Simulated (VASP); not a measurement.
Write the native input for VASP 6.6.1 that does the following.

```
Task                               : single point
Functional                         : r2SCAN-based global hybrid with 15 % exact exchange
Potentials or basis                : VASP PAW PBE potentials, release 64 (Zr_sv, C)
Cutoff                             : 520 eV
k mesh                             : 5 × 5 × 5
Occupations                        : fermi-dirac, width 0.05 eV
Spin                               : no spin polarisation
Dipole correction                  : no
Grid for exact exchange (PRECFOCK) : Normal
Share of exact exchange            : 0.15
Further INCAR settings             : ALGO = Normal; EDIFF = 1e-06; NBANDS = 15
```

Crystal: ZrC.

```
CELL_PARAMETERS angstrom
0.00000 2.54552 2.54552
2.54552 0.00000 2.54552
2.54552 2.54552 0.00000
ATOMIC_POSITIONS crystal
Zr 0.50000 0.50000 0.50000
C 0.75000 0.75000 0.75000
```

These files were run (other wordings do the same):

POSCAR

```
ZrC
1.0
    0.0000000000      2.5455200000      2.5455200000
    2.5455200000      0.0000000000      2.5455200000
    2.5455200000      2.5455200000      0.0000000000
Zr C
1 1
Direct
    0.5000000000      0.5000000000      0.5000000000
    0.7500000000      0.7500000000      0.7500000000
```

INCAR.step1

```
SYSTEM = ZrC
  PREC = Accurate
  ENCUT = 520
  EDIFF = 1E-5
  ISMEAR = -1
  SIGMA = 0.05
  LREAL = .FALSE.
  LASPH = .TRUE.
  NELM = 60
  ALGO = Normal
  ISIF = 2
  LWAVE = .TRUE.
  LCHARG = .FALSE.
  NBANDS = 15
  GGA = PE
```

INCAR.step2

```
SYSTEM = ZrC
  PREC = Accurate
  ENCUT = 520
  EDIFF = 1E-6
  ISMEAR = -1
  SIGMA = 0.05
  LREAL = .FALSE.
  LASPH = .TRUE.
  NELM = 60
  ALGO = Normal
  ISIF = 2
  LWAVE = .FALSE.
  LCHARG = .FALSE.
  METAGGA = R2SCAN
  LHFCALC = .TRUE.
  AEXX = 0.15
  LMIXTAU = .TRUE.
  PRECFOCK = Normal
  NBANDS = 15
  ISTART = 1
```

KPOINTS

```
Automatic mesh
0
G
  5 5 5
  0 0 0
```

Potentials or basis: VASP PAW PBE potentials, release 64 (Zr_sv, C).

Command:

```sh
$ cat potpaw_PBE.64/Zr_sv/POTCAR potpaw_PBE.64/C/POTCAR > POTCAR
$ cp INCAR.step1 INCAR
$ mpirun -np 1 vasp_std > vasp.out
$ cp INCAR.step2 INCAR
$ mpirun -np 1 vasp_std > vasp.out
```

It gave:

- Pressure: -0.6 GPa
- Band gap on the k mesh: 1.81 eV

Caveat: the k points lie up to 0.43 Å⁻¹ apart; the PAW data sets were made with another functional, which shifts forces and pressure a little; an odd mesh through Γ misses points on the zone boundary, where band edges can lie.

Run time: 22 min on 1 thread of Intel Xeon 8259CL (shared host), peak memory 0.18 GiB.
